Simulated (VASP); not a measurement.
Here is a VASP 6.6.1 calculation.

Contents of INCAR:

```
PREC = Accurate
ENCUT = 520
EDIFF = 1E-6
ISMEAR = 0
SIGMA = 0.1
LREAL = False
LASPH = True
NELM = 60
ALGO = Normal
ISIF = 2
LWAVE = False
LCHARG = False
LDIPOL = True
IDIPOL = 3
DIPOL = 0.5 0.5 0.365
GGA = PE
IBRION = 2
NSW = 36
EDIFFG = -0.025
```

The input KPOINTS:

```
Automatic mesh
0
Gamma
  9 9 1
```

File POSCAR:

```
Ti3N3Cl
1.0
    3.0028555065      0.0000000000      0.0000000000
   -1.5014277533      2.6005491526      0.0000000000
    0.0000000000      0.0000000000     21.5541471875
N Ti Cl
3 3 1
Selective dynamics
Direct
    0.3333333333      0.6666666667      0.1855791354  F F F
    0.0000000000      0.0000000000      0.2993308526  F F F
    0.6666666667      0.3333333333      0.4147299349  F F F
    0.6666666667      0.3333333333      0.2424549940  F F F
    0.3333333333      0.6666666667      0.3575097833  F F F
    0.0000000000      0.0000000000      0.4664599856  F F F
    0.0000000000      0.0000000000      0.5880143193  F F T
```

Potentials or basis: VASP PAW PBE potentials, release 64 (N, Ti_sv, Cl).

Launch:

```console
$ cat potpaw_PBE.64/N/POTCAR potpaw_PBE.64/Ti_sv/POTCAR potpaw_PBE.64/Cl/POTCAR > POTCAR
$ mpirun -np 1 vasp_std > vasp.out
```

Task: What does it give for the band gap on the k mesh?

Result: Zero (bands 29 and 30 overlap by 0.34 eV).

Task: Predict the energy gained by relaxing.

Result: 103.2 meV/atom.

Final structure:
```
N Ti Cl
1.0
     3.00286    0.00000    0.00000
    -1.50143    2.60055    0.00000
     0.00000    0.00000   21.55415
N Ti Cl
3 3 1
Direct
  0.33333 0.66667 0.18558
  0.00000 0.00000 0.29933
  0.66667 0.33333 0.41473
  0.66667 0.33333 0.24246
  0.33333 0.66667 0.35751
  0.00000 0.00000 0.46646
  0.00000 0.00000 0.56762
```
